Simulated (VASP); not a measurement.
## Ta: single point with LDA

Ta:

```
Ta
1.0
    -1.62349    1.62349    1.62349
     1.62349   -1.62349    1.62349
     1.62349    1.62349   -1.62349
Ta
1
Direct
  0.00000 0.00000 0.00000
```

```yaml
Program: VASP 6.6.1
Task: single point
Functional: LDA
Potentials_or_basis: VASP PAW LDA potentials, release 64 (Ta_sv_GW)
Cutoff: 500 eV
k_mesh: 8 × 8 × 8
Occupations: gaussian, width 0.1 eV
Spin: no spin polarisation
Dipole_correction: no
Second_run: valence_matched
Further_INCAR_settings: ALGO = Normal; EDIFF = 1e-06; NBANDS = 12
```

```json
{
 "Pressure": "-0.5 GPa"
}
```

Levels at points of the mesh, in eV from the Fermi level:
| k point | band 4 | band 5 | band 6 | band 7 | band 8 | band 9 |
| --- | --- | --- | --- | --- | --- | --- |
| (0.00, 0.00, 0.00) | -32.64 | -7.95 | 0.73 | 0.73 | 0.73 | 4.18 |
| (0.50, 0.00, 0.00) | -32.65 | -4.53 | -1.67 | 2.08 | 4.09 | 5.17 |
| (0.50, 0.50, 0.50) | -33.61 | -4.06 | -4.06 | 7.27 | 7.27 | 7.27 |

It took 2.8 s on 1 thread of Intel(R) Xeon(R) 6975P-C (Granite Rapids) (shared host), peak memory 0.13 GiB.

Caveat: spin-orbit coupling is left out, which moves the levels of the heavy elements.
